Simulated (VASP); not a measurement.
A run of VASP 6.6.1 is set up as follows.

POSCAR

```
WS2
1.0
    3.1835163552      0.0000000000      0.0000000000
   -1.5917581776      2.7570060369      0.0000000000
    0.0000000000      0.0000000000     17.1200836689
W S
1 2
Direct
    0.3333333333      0.6666666667      0.0000000000
    0.6666666667      0.3333333333      0.9079994900
    0.6666666667      0.3333333333      0.0920005100
```

File INCAR.step1:

```
ALGO     = Normal         # electronic algorithm
EDIFF    = 1E-4           # SCF threshold, eV
ENCUT    = 520            # plane-wave cutoff, eV
GGA      = PE             # functional
ISMEAR   = 0              # smearing method
LASPH    = T              # aspherical terms in the spheres
LCHARG   = F              # write CHGCAR
LREAL    = F              # projectors in reciprocal space
LWAVE    = T              # write WAVECAR
NBANDS   = 20             # bands
NELM     = 80             # most SCF steps
PREC     = Accurate       # precision mode
SIGMA    = 0.05           # smearing width, eV
```

File INCAR.step2:

```
ALGO     = Normal         # electronic algorithm
EDIFF    = 1E-6           # SCF threshold, eV
ENCUT    = 520            # plane-wave cutoff, eV
ISIF     = 2              # what is computed and relaxed
ISMEAR   = 0              # smearing method
ISTART   = 1            
LASPH    = T              # aspherical terms in the spheres
LCHARG   = F              # write CHGCAR
LMIXTAU  = T            
LREAL    = F              # projectors in reciprocal space
LWAVE    = F              # write WAVECAR
METAGGA  = R2SCAN         # meta-GGA
NBANDS   = 20             # bands
NELM     = 80             # most SCF steps
PREC     = Accurate       # precision mode
SIGMA    = 0.05           # smearing width, eV
```

The input KPOINTS:

```
k-points
0
Gamma
  12 12 2
```

Potentials or basis: VASP PAW PBE potentials, release 64 (W_sv, S).

Launch:

```console
$ cat potpaw_PBE.64/W_sv/POTCAR potpaw_PBE.64/S/POTCAR > POTCAR
$ cp INCAR.step1 INCAR
$ mpirun -np 1 vasp_std > vasp.out
$ cp INCAR.step2 INCAR
$ mpirun -np 1 vasp_std > vasp.out
```

Task: Predict the largest force.

Result: 0.320 eV/Å.

Task: Predict the band gap on the k mesh.

Result: 1.96 eV.

Forces in eV/Å, atoms in the order of the input:
```
W    0.000  0.000  0.000
S    0.000  0.000  0.320
S    0.000  0.000 -0.320
```

Caveat: the cell differs from its parent crystal (strain +0.0100 x Voigt [0, 0, 1, 0, 0, 0]); the PAW data sets were made with another functional, which shifts forces and pressure a little; spin-orbit coupling is left out, which moves the levels of the heavy elements.
